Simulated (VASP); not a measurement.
Set up this calculation in VASP 6.6.1, as the native input.

```
Task                   : single point
Functional             : PBEsol
Potentials or basis    : VASP PAW PBE potentials, release 64 (Mg, O)
Cutoff                 : 520 eV
k mesh                 : 9 × 9 × 6
Occupations            : gaussian, width 0.05 eV
Spin                   : no spin polarisation
Dipole correction      : no
Further INCAR settings : ALGO = Normal; EDIFF = 1e-06; NBANDS = 16
```

The structure of MgO lies in POSCAR:

```
MgO
1.0
    3.3200000000      0.0000000000      0.0000000000
   -1.6600000000      2.8752043406      0.0000000000
    0.0000000000      0.0000000000      4.1947132285
Mg O
2 2
Direct
    0.6666666667      0.3333333333      0.7500000000
    0.3333333333      0.6666666667      0.2500000000
    0.6666666667      0.3333333333      0.2500000000
    0.3333333333      0.6666666667      0.7500000000
```

These files were run (other wordings do the same):

INCAR

```
  PREC = Accurate
  ENCUT = 520
  EDIFF = 1E-6
  ISMEAR = 0
  SIGMA = 0.05
  LREAL = False
  LASPH = True
  NELM = 60
  ALGO = Normal
  ISIF = 2
  LWAVE = False
  LCHARG = False
  GGA = PS
  NBANDS = 16
```

KPOINTS

```
regular mesh
0
Gamma
  9 9 6
```

Potentials or basis: VASP PAW PBE potentials, release 64 (Mg, O).

The run is started by

```bash
$ cat potpaw_PBE.64/Mg/POTCAR potpaw_PBE.64/O/POTCAR > POTCAR
$ mpirun -np 1 vasp_std > vasp.out
```

Results of the run:

```
Pressure               : 16.7 GPa
Band gap on the k mesh : 3.77 eV, direct
```

Caveat: the PAW data sets were made with another functional, which shifts forces and pressure a little.

Run time: 33 s on 1 thread of AMD EPYC 7R43 64-Core Processor (Zen 3), on a shared host, peak memory 0.14 GiB.
